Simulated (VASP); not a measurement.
# AlN (Fm-3m) in VASP: single point with PBE

Aim: the single point of AlN with PBE.

Program: VASP 6.6.1. These are calculated values, not measurements. Logs are shortened: lines on timing, memory, paths and dates and some standing lists are left out, and cuts for length are marked.

**1. The cell of the first run**

The structure is cubic, space group Fm-3m (No. 225). Conventional cell: a = 4.071 Å, b = 4.071 Å, c = 4.071 Å, α = 90.00°, β = 90.00°, γ = 90.00°. Al (site symmetry m-3m) has 6 N at 2.04 Å within 2.7 Å. Within 2.7 Å of N (site symmetry m-3m) lie 6 Al at 2.04 Å.

**2. Single point, PBE**

INCAR reads:

```
PREC     = Accurate       # precision mode
ENCUT    = 600            # plane-wave cutoff, eV
EDIFF    = 1E-6           # SCF threshold, eV
ISMEAR   = 0              # smearing method
SIGMA    = 0.02           # smearing width, eV
LREAL    = F              # projectors in reciprocal space
LASPH    = T              # aspherical terms in the spheres
NELM     = 120            # most SCF steps
ALGO     = Normal         # electronic algorithm
ISIF     = 2              # what is computed and relaxed
LWAVE    = F              # write WAVECAR
LCHARG   = F              # write CHGCAR
GGA      = PE             # functional
NBANDS   = 11             # bands
ISYM     = 0            
GGA_COMPAT= F
```

KPOINTS reads:

```
Automatic mesh
0
Gamma
  10 10 10
  0.5 0.5 0.5
```

POSCAR reads:

```
AlN
1.0
    0.0000000000      2.0353218852      2.0353218852
    2.0353218852      0.0000000000      2.0353218852
    2.0353218852      2.0353218852      0.0000000000
Al N
1 1
Direct
    0.5000000000      0.5000000000      0.5000000000
    0.0000000000      0.0000000000      0.0000000000
```

Potentials or basis: VASP PAW PBE potentials, release 64 (Al, N).

Command:

```bash
cat potpaw_PBE.64/Al/POTCAR potpaw_PBE.64/N/POTCAR > POTCAR
mpirun -np 1 vasp_std > vasp.out
```

OUTCAR:

```text
PREC = Accurate
   ENCUT = 600
   EDIFF = 1E-6
   ISMEAR = 0
   LREAL = F
   LASPH = T
   NELM = 120
   ISIF = 2
   GGA = PE
   ISYM = 0

 ion  position               nearest neighbor table
   1  0.500  0.500  0.500-   2 2.04   2 2.04   2 2.04   2 2.04   2 2.04   2 2.04
   2  0.000  0.000  0.000-   1 2.04   1 2.04   1 2.04   1 2.04   1 2.04   1 2.04

IMPORTANT INFORMATION: All symmetrisations will be switched off!
NOSYMM: (Re-)initialisation of all symmetry stuff for point group C_1.

----------------------------------------------------------------------------------------

                                     Primitive cell

  volume of cell :      16.8628

  direct lattice vectors                    reciprocal lattice vectors
     0.000000000  2.035321885  2.035321885    -0.245661388  0.245661388  0.245661388
     2.035321885  0.000000000  2.035321885     0.245661388 -0.245661388  0.245661388
     2.035321885  2.035321885  0.000000000     0.245661388  0.245661388 -0.245661388

  length of vectors
     2.878379814  2.878379814  2.878379814     0.425498006  0.425498006  0.425498006

  position of ions in fractional coordinates (direct lattice)
     0.500000000  0.500000000  0.500000000
     0.000000000  0.000000000  0.000000000

  ion indices of the primitive-cell ions
   primitive index   ion index
                 1           1
                 2           2

----------------------------------------------------------------------------------------

 KPOINTS: Automatic mesh

Automatic generation of k-mesh.
 Grid dimensions read from file:
 generate k-points for:   10   10   10

 Generating k-lattice:

  Cartesian coordinates                     Fractional coordinates (reciprocal lattice)
    -0.024566139  0.024566139  0.024566139     0.100000000  0.000000000  0.000000000
     0.024566139 -0.024566139  0.024566139     0.000000000  0.100000000  0.000000000
     0.024566139  0.024566139 -0.024566139     0.000000000  0.000000000  0.100000000

  Length of vectors
     0.042549801  0.042549801  0.042549801

  Shift w.r.t. Gamma in fractional coordinates (k-lattice)
     0.500000000  0.500000000  0.500000000

 Subroutine IBZKPT returns following result:
 ===========================================

 Found   2000 irreducible k-points:

 Following reciprocal coordinates:
            Coordinates               Weight
  0.050000  0.050000  0.050000      2.000000
  0.050000  0.000000  0.000000      2.000000
  0.000000  0.000000 -0.050000      2.000000
  0.000000  0.050000  0.000000      2.000000
  0.150000  0.050000  0.050000      2.000000
  0.050000  0.150000  0.050000      2.000000
[... 16 lines left out ...]
  0.000000  0.200000 -0.050000      2.000000
  0.200000  0.000000 -0.050000      2.000000
 [... further k-points ...]
   k-points           NKPTS =   2000   k-points in BZ     NKDIM =   2000   number of bands    NBANDS=     11
   number of dos      NEDOS =    301   number of ions     NIONS =      2
   total plane-waves  NPLWV =  13824
   dimension x,y,z NGX =    24 NGY =   24 NGZ =   24
   dimension x,y,z NGXF=    48 NGYF=   48 NGZF=   48
   ions per type =               1   1
   NGX,Y,Z   is equivalent  to a cutoff of  13.86, 13.86, 13.86 a.u.
   NGXF,Y,Z  is equivalent  to a cutoff of  27.72, 27.72, 27.72 a.u.
 SYSTEM =  unknown system
   PREC   = accura    normal or accurate (medium, high low for compatibility)
   ISTART =      0    job   : 0-new  1-cont  2-samecut
   ICHARG =      2    charge: 1-file 2-atom 10-const
   ISPIN  =      1    spin polarized calculation?
   LNONCOLLINEAR =      F non collinear calculations
   LSORBIT =      F    spin-orbit coupling
   LASPH  =      T    aspherical Exc in radial PAW
   ENCUT  =  600.0 eV  44.10 Ry    6.64 a.u.   5.75  5.75  5.75*2*pi/ulx,y,z
   NELM   =    120;   NELMIN=  2; NELMDL= -5     # of ELM steps
   EDIFF  = 0.1E-05   stopping-criterion for ELM
   LREAL  =      F    real-space projection
   EDIFFG = 0.1E-04   stopping-criterion for IOM
   NSW    =      0    number of steps for IOM
   IBRION =     -1    ionic relax: 0-MD 1-quasi-New 2-CG
   NFREE  =      0    steps in history (QN), initial steepest desc. (CG)
   ISIF   =      2    stress and relaxation
   ISYM   =      0    0-nonsym 1-usesym 2-fastsym
   POTIM  = 0.5000    time-step for ionic-motion
   TEBEG  =    0.0;   TEEND  =   0.0 temperature during run
   PSTRESS=    0.0 pullay stress
   NELECT =       8.0000    total number of electrons
   NUPDOWN=      -1.0000    fix difference up-down
   EMIN   =  10.00;   EMAX   =-10.00  energy-range for DOS
   EFERMI =   0.00;   METHOD = LEGACY
   ISMEAR =     0;   SIGMA  =   0.02  broadening in eV -4-tet -1-fermi 0-gaus
   EFERMI_NEDOS =   21; number of points for ismear=-14 and -15
   IALGO  =     38    algorithm
   IMIX   =      4    mixing-type and parameters
     AMIX     =   0.40;   BMIX     =  1.00
     AMIX_MAG =   1.60;   BMIX_MAG =  1.00
  volume/ion in A,a.u.               =       8.43        56.90
  Fermi-wavevector in a.u.,A,eV,Ry     =   1.276816  2.412833 22.181029  1.630260
  Thomas-Fermi vector in A             =   2.409451
   LORBIT       =      0    0 simple, 1 ext, 2 COOP (PROOUT), +10 PAW based schemes
   GGA     = PE    functional components
   LHFCALC =     F    Hartree Fock is set to
   AEXX    =    0.0000 exact exchange contribution
   IVDW    =     0    specifies the selected vdW correction
   LEPSILON=     F    determine dielectric tensor
   LRPA    =     F    only Hartree local field effects (RPA)
 non-spin polarized calculation
 Gauss-broadening in eV      SIGMA  =   0.02
  energy-cutoff  :      600.00
  volume of cell :       16.86
 maximum number of plane-waves:       571
   NGX = 11   NGY = 11   NGZ = 11

 number of electron       8.0000000 magnetization

 Free energy of the ion-electron system (eV)
  ---------------------------------------------------
  ext. energy  EPLUGINS =         0.00000000
  ---------------------------------------------------
  free energy    TOTEN  =       -14.54768982 eV

  energy without entropy =      -14.54768982  energy(sigma->0) =      -14.54768982

 E-fermi :   9.8253     XC(G=0): -12.1910

 val. band max:        9.6722093464   @ k =   0.0500   0.0000   0.0000
 cond. band min:      14.2751140936   @ k =  -0.4500  -0.4500   0.0500
 fundamental gap:      4.6029047473
 Fermi energy:         9.8252852386

 k-point     1 :       0.0500    0.0500    0.0500
  band No.  band energies     occupation
      1      -7.6175      2.00000
      2       9.4205      2.00000
      3       9.6722      2.00000
      4       9.6722      2.00000
      5      15.2854      0.00000
      6      21.4989      0.00000
      7      21.8854      0.00000
      8      21.8854      0.00000
      9      26.5907      0.00000
     10      26.5907      0.00000
     11      27.3623      0.00000

 k-point     2 :       0.0500    0.0000    0.0000
  band No.  band energies     occupation
      1      -7.6175      2.00000
      2       9.4205      2.00000
      3       9.6722      2.00000
      4       9.6722      2.00000
      5      15.2854      0.00000
      6      21.4989      0.00000
      7      21.8854      0.00000
      8      21.8854      0.00000
      9      26.5907      0.00000
     10      26.5907      0.00000
     11      27.3623      0.00000

 k-point     3 :       0.0000    0.0000   -0.0500
  band No.  band energies     occupation
      1      -7.6175      2.00000
      2       9.4205      2.00000
      3       9.6722      2.00000
      4       9.6722      2.00000
      5      15.2854      0.00000
      6      21.4989      0.00000
      7      21.8854      0.00000
      8      21.8854      0.00000
      9      26.5907      0.00000
     10      26.5907      0.00000
     11      27.3623      0.00000

 k-point     4 :       0.0000    0.0500    0.0000
  band No.  band energies     occupation
      1      -7.6175      2.00000
      2       9.4205      2.00000
      3       9.6722      2.00000
      4       9.6722      2.00000
      5      15.2854      0.00000
      6      21.4989      0.00000
      7      21.8854      0.00000
      8      21.8854      0.00000
      9      26.5907      0.00000
     10      26.5907      0.00000
     11      27.3623      0.00000

 k-point     5 :       0.1500    0.0500    0.0500
  band No.  band energies     occupation
      1      -7.3508      2.00000
      2       8.2889      2.00000
      3       9.3124      2.00000
      4       9.6149      2.00000
      5      16.0325      0.00000
      6      20.5148      0.00000
      7      22.2113      0.00000
      8      22.2810      0.00000
      9      24.6860      0.00000
     10      25.9791      0.00000
     11      28.0006      0.00000

 k-point     6 :       0.0500    0.1500    0.0500
  band No.  band energies     occupation
      1      -7.3508      2.00000
      2       8.2889      2.00000
      3       9.3124      2.00000
      4       9.6149      2.00000
      5      16.0325      0.00000
      6      20.5148      0.00000
      7      22.2113      0.00000
      8      22.2810      0.00000
      9      24.6860      0.00000
     10      25.9791      0.00000
     11      28.0006      0.00000

 k-point     7 :       0.0500    0.0500    0.1500
  band No.  band energies     occupation
      1      -7.3508      2.00000
      2       8.2889      2.00000
      3       9.3124      2.00000
      4       9.6149      2.00000
      5      16.0325      0.00000
      6      20.5148      0.00000
      7      22.2113      0.00000
      8      22.2810      0.00000
      9      24.6860      0.00000
     10      25.9791      0.00000
     11      28.0006      0.00000

 k-point     8 :       0.0500    0.0000   -0.1000
  band No.  band energies     occupation
      1      -7.3508      2.00000
      2       8.2889      2.00000
      3       9.3124      2.00000
      4       9.6149      2.00000
      5      16.0325      0.00000
      6      20.5148      0.00000
      7      22.2113      0.00000
      8      22.2810      0.00000
      9      24.6860      0.00000
     10      25.9791      0.00000
     11      28.0006      0.00000
[... 141 lines left out ...]
 k-point    19 :       0.0500    0.0500    0.2500
  band No.  band energies     occupation
      1      -6.7092      2.00000
      2       6.1716      2.00000
      3       8.9243      2.00000
      4       9.3551      2.00000
      5      16.6185      0.00000
      6      20.2335      0.00000
      7      22.0429      0.00000
      8      22.1442      0.00000
      9      24.4928      0.00000
     10      26.1237      0.00000
     11      27.2855      0.00000

 k-point    20 :       0.0500    0.0000   -0.2000
  band No.  band energies     occupation
      1      -6.7092      2.00000
      2       6.1716      2.00000
      3       8.9243      2.00000
      4       9.3551      2.00000
      5      16.6185      0.00000
      6      20.2335      0.00000
      7      22.0429      0.00000
      8      22.1442      0.00000
      9      24.4928      0.00000
     10      26.1237      0.00000
     11      27.2855      0.00000

 k-point    21 :       0.2500    0.2000    0.2000
  band No.  band energies     occupation
      1      -6.7092      2.00000
      2       6.1716      2.00000
      3       8.9243      2.00000
      4       9.3551      2.00000
      5      16.6185      0.00000
      6      20.2335      0.00000
      7      22.0429      0.00000
      8      22.1442      0.00000
      9      24.4928      0.00000
     10      26.1237      0.00000
     11      27.2855      0.00000

 k-point    22 :       0.0500   -0.2000    0.0000
  band No.  band energies     occupation
      1      -6.7092      2.00000
      2       6.1716      2.00000
      3       8.9243      2.00000
      4       9.3551      2.00000
      5      16.6185      0.00000
      6      20.2335      0.00000
      7      22.0429      0.00000
      8      22.1442      0.00000
      9      24.4928      0.00000
     10      26.1237      0.00000
     11      27.2855      0.00000

 k-point    23 :       0.0000    0.2000   -0.0500
  band No.  band energies     occupation
      1      -6.7092      2.00000
      2       6.1716      2.00000
      3       8.9243      2.00000
      4       9.3551      2.00000
      5      16.6185      0.00000
      6      20.2335      0.00000
      7      22.0429      0.00000
      8      22.1442      0.00000
      9      24.4928      0.00000
     10      26.1237      0.00000
     11      27.2855      0.00000

 k-point    24 :       0.2000    0.0000   -0.0500
  band No.  band energies     occupation
      1      -6.7092      2.00000
      2       6.1716      2.00000
      3       8.9243      2.00000
      4       9.3551      2.00000
      5      16.6185      0.00000
      6      20.2335      0.00000
      7      22.0429      0.00000
      8      22.1442      0.00000
      9      24.4928      0.00000
     10      26.1237      0.00000
     11      27.2855      0.00000

 [... further k-points ...]
[... 5 lines left out ...]
  --------------------------------------------------------------------------------------
  -------------------------------------------------------------------------------------
  Total       -0.0469390     -0.0469390     -0.0469389     -0.0000005     -0.0000005     -0.0000005
  in kB       -4.4597938     -4.4597945     -4.4597856     -0.0000447     -0.0000455     -0.0000497
  external PRESSURE =      -4.4597913 kB  Pullay stress =       0.0000000 kB

 VOLUME and BASIS-vectors are now :
 -----------------------------------------------------------------------------
  energy-cutoff  :      600.00
  volume of cell :       16.86
      direct lattice vectors                 reciprocal lattice vectors
     0.000000000  2.035321885  2.035321885    -0.245661388  0.245661388  0.245661388
     2.035321885  0.000000000  2.035321885     0.245661388 -0.245661388  0.245661388
     2.035321885  2.035321885  0.000000000     0.245661388  0.245661388 -0.245661388

 POSITION                                       TOTAL-FORCE (eV/Angst)
 -----------------------------------------------------------------------------------
      2.03532      2.03532      2.03532         0.000000      0.000000      0.000000
      0.00000      0.00000      0.00000        -0.000000     -0.000000     -0.000000
 -----------------------------------------------------------------------------------
    total drift:                               -0.000000     -0.000000     -0.000000

  FREE ENERGIE OF THE ION-ELECTRON SYSTEM (eV)
  ---------------------------------------------------
  free  energy   TOTEN  =       -14.5476898215 eV

  energy  without entropy=      -14.5476898215  energy(sigma->0) =      -14.54768982
```

Run time: 6 min. Hardware: 1 thread of Intel Xeon 8259CL, shared host; peak memory 0.51 GiB.

Results:

```yaml
Free_energy: -14.5477 eV
Pressure: -0.4 GPa
Band_gap_on_the_k_mesh: 4.60 eV (least direct gap 5.61 eV)
```

Caveat: a shifted mesh leaves out Γ, where band edges can lie.
